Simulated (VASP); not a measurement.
# C (P6/mmm) in VASP: relaxation of cell and atoms with PBEsol

Aim: the relaxation of cell and atoms of C with PBEsol.

Program: VASP 6.6.1. These are calculated values, not measurements. Logs are shortened: lines on timing, memory, paths and dates and some standing lists are left out, and cuts for length are marked.

## 1. The cell of the first run

Symmetry: P6/mmm, No. 191, hexagonal system. The conventional cell has a = 2.448 Å, b = 2.448 Å, c = 3.302 Å, α = 90.00°, β = 90.00°, γ = 120.00°. C (site symmetry -6m2) has 3 C at 1.41 Å within 1.9 Å.

## 2. Relaxation of cell and atoms, PBEsol, target pressure 11 GPa, at which the enthalpy is minimised

The input, INCAR:

```
PREC = Accurate
ENCUT = 600
EDIFF = 1E-6
ISMEAR = -1
SIGMA = 0.15
LREAL = F
LASPH = T
NELM = 80
ALGO = Normal
ISIF = 3
LWAVE = F
LCHARG = F
GGA = PS
IBRION = 2
NSW = 80
EDIFFG = -0.001
PSTRESS = 110.0
```

The input, KPOINTS:

```
regular mesh
0
Gamma
  18 18 12
```

The input, POSCAR:

```
C
1.0
    2.4481204727      0.0000000000      0.0000000000
   -1.2240602364      2.1201345209      0.0000000000
    0.0000000000      0.0000000000      3.3016449864
C
2
Direct
    0.3333333333      0.6666666667      0.0000000000
    0.6666666667      0.3333333333      0.0000000000
```

Potentials or basis: VASP PAW PBE potentials, release 64 (C).

The run is started by

```
$ cat potpaw_PBE.64/C/POTCAR > POTCAR
$ mpirun -np 1 vasp_std > vasp.out
```

OUTCAR:

```text
PREC = Accurate
   ENCUT = 600
   EDIFF = 1E-6
   ISMEAR = -1
   LREAL = F
   LASPH = T
   NELM = 80
   ISIF = 3
   GGA = PS
   IBRION = 2
   NSW = 80
   EDIFFG = -0.001
   PSTRESS = 110.0

 ion  position               nearest neighbor table
   1  0.333  0.667  0.000-   2 1.41   2 1.41   2 1.41
   2  0.667  0.333  0.000-   1 1.41   1 1.41   1 1.41

  LATTYP: Found a hexagonal cell.
 ALAT       =     2.4481204727
 C/A-ratio  =     1.3486448168

  Lattice vectors:

 A1 = (   2.4481204727,   0.0000000000,   0.0000000000)
 A2 = (  -1.2240602364,   2.1201345209,   0.0000000000)
 A3 = (   0.0000000000,   0.0000000000,   3.3016449864)

Analysis of symmetry for initial positions (statically):
=====================================================================
 Subroutine PRICEL returns:
 Original cell was already a primitive cell.

 Routine SETGRP: Setting up the symmetry group for a
 hexagonal supercell.

 Subroutine GETGRP returns: Found 24 space group operations
 (whereof 24 operations were pure point group operations)
 out of a pool of 24 trial point group operations.

The static configuration has the point symmetry D_6h.

Analysis of symmetry for dynamics (positions and initial velocities):
=====================================================================
 Subroutine PRICEL returns:
 Original cell was already a primitive cell.

 Routine SETGRP: Setting up the symmetry group for a
 hexagonal supercell.

 Subroutine GETGRP returns: Found 24 space group operations
 (whereof 24 operations were pure point group operations)
 out of a pool of 24 trial point group operations.

The dynamic configuration has the point symmetry D_6h.

 Subroutine INISYM returns: Found 24 space group operations
 (whereof 24 operations are pure point group operations),
 and found     1 'primitive' translations

----------------------------------------------------------------------------------------

                                     Primitive cell

  volume of cell :      17.1367

  direct lattice vectors                    reciprocal lattice vectors
     2.448120473  0.000000000  0.000000000     0.408476630  0.235834092  0.000000000
    -1.224060236  2.120134521  0.000000000     0.000000000  0.471668184  0.000000000
     0.000000000  0.000000000  3.301644986     0.000000000  0.000000000  0.302879324

  length of vectors
     2.448120473  2.448120473  3.301644986     0.471668184  0.471668184  0.302879324

  position of ions in fractional coordinates (direct lattice)
     0.333333333  0.666666667  0.000000000
     0.666666667  0.333333333  0.000000000

  ion indices of the primitive-cell ions
   primitive index   ion index
                 1           1
                 2           2

----------------------------------------------------------------------------------------

 KPOINTS: regular mesh

Automatic generation of k-mesh.
 Grid dimensions read from file:
 generate k-points for:   18   18   12

 Generating k-lattice:

  Cartesian coordinates                     Fractional coordinates (reciprocal lattice)
     0.022693146  0.013101894  0.000000000     0.055555556  0.000000000  0.000000000
     0.000000000  0.026203788  0.000000000     0.000000000  0.055555556  0.000000000
     0.000000000  0.000000000  0.025239944     0.000000000  0.000000000  0.083333333

  Length of vectors
     0.026203788  0.026203788  0.025239944

  Shift w.r.t. Gamma in fractional coordinates (k-lattice)
     0.000000000  0.000000000  0.000000000

 Subroutine IBZKPT returns following result:
 ===========================================

 Found    259 irreducible k-points:

 Following reciprocal coordinates:
            Coordinates               Weight
  0.000000  0.000000  0.000000      1.000000
  0.055556 -0.000000  0.000000      6.000000
  0.111111 -0.000000  0.000000      6.000000
  0.166667 -0.000000  0.000000      6.000000
  0.222222  0.000000  0.000000      6.000000
  0.277778 -0.000000  0.000000      6.000000
[... 16 lines left out ...]
  0.333333  0.111111  0.000000     12.000000
  0.388889  0.111111  0.000000     12.000000
 [... further k-points ...]
   k-points           NKPTS =    259   k-points in BZ     NKDIM =    259   number of bands    NBANDS=      8
   number of dos      NEDOS =    301   number of ions     NIONS =      2
   total plane-waves  NPLWV =  11200
   dimension x,y,z NGX =    20 NGY =   20 NGZ =   28
   dimension x,y,z NGXF=    40 NGYF=   40 NGZF=   56
   ions per type =               2
   NGX,Y,Z   is equivalent  to a cutoff of  13.58, 13.58, 14.10 a.u.
   NGXF,Y,Z  is equivalent  to a cutoff of  27.16, 27.16, 28.20 a.u.
 SYSTEM =  unknown system
   PREC   = accura    normal or accurate (medium, high low for compatibility)
   ISTART =      0    job   : 0-new  1-cont  2-samecut
   ICHARG =      2    charge: 1-file 2-atom 10-const
   ISPIN  =      1    spin polarized calculation?
   LNONCOLLINEAR =      F non collinear calculations
   LSORBIT =      F    spin-orbit coupling
   LASPH  =      T    aspherical Exc in radial PAW
   ENCUT  =  600.0 eV  44.10 Ry    6.64 a.u.   4.89  4.89  6.59*2*pi/ulx,y,z
   NELM   =     80;   NELMIN=  2; NELMDL= -5     # of ELM steps
   EDIFF  = 0.1E-05   stopping-criterion for ELM
   LREAL  =      F    real-space projection
   EDIFFG = -.1E-02   stopping-criterion for IOM
   NSW    =     80    number of steps for IOM
   IBRION =      2    ionic relax: 0-MD 1-quasi-New 2-CG
   NFREE  =      1    steps in history (QN), initial steepest desc. (CG)
   ISIF   =      3    stress and relaxation
   ISYM   =      2    0-nonsym 1-usesym 2-fastsym
   POTIM  = 0.5000    time-step for ionic-motion
   TEBEG  =    0.0;   TEEND  =   0.0 temperature during run
   PSTRESS=  110.0 pullay stress
   NELECT =       8.0000    total number of electrons
   NUPDOWN=      -1.0000    fix difference up-down
   EMIN   =  10.00;   EMAX   =-10.00  energy-range for DOS
   EFERMI =   0.00;   METHOD = LEGACY
   ISMEAR =    -1;   SIGMA  =   0.15  broadening in eV -4-tet -1-fermi 0-gaus
   EFERMI_NEDOS =   21; number of points for ismear=-14 and -15
   IALGO  =     38    algorithm
   IMIX   =      4    mixing-type and parameters
     AMIX     =   0.40;   BMIX     =  1.00
     AMIX_MAG =   1.60;   BMIX_MAG =  1.00
  volume/ion in A,a.u.               =       8.57        57.82
  Fermi-wavevector in a.u.,A,eV,Ry     =   1.269977  2.399909 21.944053  1.612842
  Thomas-Fermi vector in A             =   2.402990
   LORBIT       =      0    0 simple, 1 ext, 2 COOP (PROOUT), +10 PAW based schemes
   GGA     = PS    functional components
   LHFCALC =     F    Hartree Fock is set to
   AEXX    =    0.0000 exact exchange contribution
   IVDW    =     0    specifies the selected vdW correction
   LEPSILON=     F    determine dielectric tensor
   LRPA    =     F    only Hartree local field effects (RPA)
 conjugate gradient relaxation of ions
 non-spin polarized calculation
  energy-cutoff  :      600.00
  volume of cell :       17.14
 maximum number of plane-waves:       588
 NGX is ok and might be reduce to    20
   NGX =  9   NGY =  9   NGZ = 13

--------------------------------------- Ionic step        1  -------------------------------------------

 number of electron       7.9999999 magnetization

 Free energy of the ion-electron system (eV)
  ---------------------------------------------------
  ext. energy  EPLUGINS =         0.00000000
  ---------------------------------------------------
  free energy    TOTEN  =       -19.25324977 eV

  energy without entropy =      -19.24833948  energy(sigma->0) =      -19.25079463

------------------------ aborting loop because EDIFF is reached ----------------------------------------

  FORCE on cell =-STRESS in cart. coord.  units (eV):
  Direction    XX          YY          ZZ          XY          YZ          ZX
  --------------------------------------------------------------------------------------
  -------------------------------------------------------------------------------------
  Total        0.5950422      0.5950422      0.5066372     -0.0000000     -0.0000000      0.0000000
  in kB       55.6329061     55.6329061     47.3675631     -0.0000000     -0.0000000      0.0000000
  external PRESSURE =     -57.1222082 kB  Pullay stress =     110.0000000 kB
[... 93 lines left out ...]
  FREE ENERGIE OF THE ION-ELECTRON SYSTEM (eV)
  ---------------------------------------------------
  free  energy   TOTEN  =       -19.2360373121 eV

  energy  without entropy=      -19.2310634519  energy(sigma->0) =      -19.23355038

  enthalpy is  TOTEN    =       -18.0829506745 eV   P V=        1.1530866375

[... ionic steps 4 to 7 ...]

--------------------------------------- Ionic step        8  -------------------------------------------

 number of electron       7.9999999 magnetization

------------------------ aborting loop because EDIFF is reached ----------------------------------------

  FORCE on cell =-STRESS in cart. coord.  units (eV):
  Direction    XX          YY          ZZ          XY          YZ          ZX
  --------------------------------------------------------------------------------------
  -------------------------------------------------------------------------------------
  Total        0.9066968      0.9066968      1.0767169     -0.0000000     -0.0000000     -0.0000000
  in kB       91.2605202     91.2605202    108.3733263     -0.0000000     -0.0000000     -0.0000000
  external PRESSURE =     -13.0352111 kB  Pullay stress =     110.0000000 kB
[... 61 lines left out ...]
  enthalpy is  TOTEN    =       -18.1041173210 eV   P V=        1.0887300235

--------------------------------------- Ionic step       10  -------------------------------------------

 number of electron       7.9999999 magnetization

 Free energy of the ion-electron system (eV)
  ---------------------------------------------------
  ext. energy  EPLUGINS =         0.00000000
  ---------------------------------------------------
  free energy    TOTEN  =       -19.19288706 eV

  energy without entropy =      -19.18485122  energy(sigma->0) =      -19.18886914

 E-fermi :   5.6322     XC(G=0): -11.1876

 val. band max:        5.6213969069   @ k =   0.3333   0.2778   0.4167
 cond. band min:       5.7203046099   @ k =   0.3889   0.2222   0.5000
 fundamental gap:      0.0989077030
 Fermi energy:         5.6321658223

 k-point     1 :       0.0000    0.0000    0.0000
  band No.  band energies     occupation
      1     -14.3870      2.00000
      2      -0.5759      2.00000
      3       2.6453      2.00000
      4       2.6453      2.00000
      5      10.3915      0.00000
      6      14.0700      0.00000
      7      14.0700      0.00000
      8      17.9260      0.00000
[... 243 lines left out ...]
 k-point    24 :       0.3889    0.1111    0.0000
  band No.  band energies     occupation
      1      -9.5137      2.00000
      2      -6.8503      2.00000
      3      -1.7446      2.00000
      4       4.3166      1.99969
      5       9.1159      0.00000
      6      14.2178      0.00000
      7      16.1753      0.00000
      8      18.6844      0.00000

 [... further k-points ...]

------------------------ aborting loop because EDIFF is reached ----------------------------------------

  FORCE on cell =-STRESS in cart. coord.  units (eV):
  Direction    XX          YY          ZZ          XY          YZ          ZX
  --------------------------------------------------------------------------------------
  -------------------------------------------------------------------------------------
  Total        1.0880828      1.0880828      1.0897326     -0.0000000     -0.0000000      0.0000000
  in kB      109.9306206    109.9306206    110.0972992     -0.0000000     -0.0000000      0.0000000
  external PRESSURE =      -0.0138199 kB  Pullay stress =     110.0000000 kB
[... 17 lines left out ...]
  FREE ENERGIE OF THE ION-ELECTRON SYSTEM (eV)
  ---------------------------------------------------
  free  energy   TOTEN  =       -19.1928870559 eV

  energy  without entropy=      -19.1848512172  energy(sigma->0) =      -19.18886914

  enthalpy is  TOTEN    =       -18.1041174948 eV   P V=        1.0887695611

 reached required accuracy - stopping structural energy minimisation
```

Wall time 1.8 min (1 thread of AMD EPYC 7R13 (Zen 3), shared host); peak memory 0.12 GiB.

Results:

```yaml
Free_energy: -19.1929 eV
Relaxed_volume: 7.93 Å³/atom
Relaxed_cell: a = 2.438 Å, b = 2.438 Å, c = 3.080 Å, α = 90.00°, β = 90.00°, γ = 120.00°
Space_group_after_relaxing_to_0.1_Å: P6/mmm (No. 191)
Energy_change_on_relaxing_the_run_minimises_the_enthalpy: +30.2 meV/atom
Ionic_steps: 10
Pressure_after_relaxing: 11.0 GPa
Band_gap_on_the_k_mesh: zero (bands 4 and 5 overlap by 2.21 eV)
```

Step by step:
| step | energy change (eV) | largest force (eV/Å) | pressure (GPa) | volume (Å³) |
| --- | --- | --- | --- | --- |
| 1 | 0.0000 | 0.0000 | 5.29 | 17.14 |
| 2 | 0.0542 | 0.0000 | 19.08 | 16.39 |
| 3 | 0.0172 | 0.0000 | 11.28 | 16.79 |
| 4 | 0.0283 | 0.0000 | 11.24 | 16.47 |
| 5 | 0.0513 | 0.0000 | 11.35 | 16.00 |
| 6 | 0.0634 | 0.0000 | 11.44 | 15.82 |
| 7 | 0.0618 | 0.0000 | 11.40 | 15.84 |
| 8 | 0.0565 | 0.0000 | 9.70 | 15.92 |
| 9 | 0.0604 | 0.0000 | 11.01 | 15.86 |
| 10 | 0.0604 | 0.0000 | 11.00 | 15.86 |

Final structure:
```cif
data_structure
_symmetry_space_group_name_H-M 'P 1'
_symmetry_Int_Tables_number 1
_cell_length_a 2.4384
_cell_length_b 2.4384
_cell_length_c 3.0796
_cell_angle_alpha 90.000
_cell_angle_beta 90.000
_cell_angle_gamma 120.000
_cell_volume 15.86
loop_
_atom_site_label
_atom_site_type_symbol
_atom_site_fract_x
_atom_site_fract_y
_atom_site_fract_z
_atom_site_occupancy
C1 C 0.33333 0.66667 0.00000 1
C2 C 0.66667 0.33333 0.00000 1
```

Caveat: the cell is relaxed towards a set pressure, so the run minimises the enthalpy, not the energy; this functional lacks dispersion, which binds layers or chains, so the pressure and a relaxed spacing across them are unreliable; the PAW data sets were made with another functional, which shifts forces and pressure a little.

The gap in the log of VASP goes by the Fermi energy; the results here count the filled bands.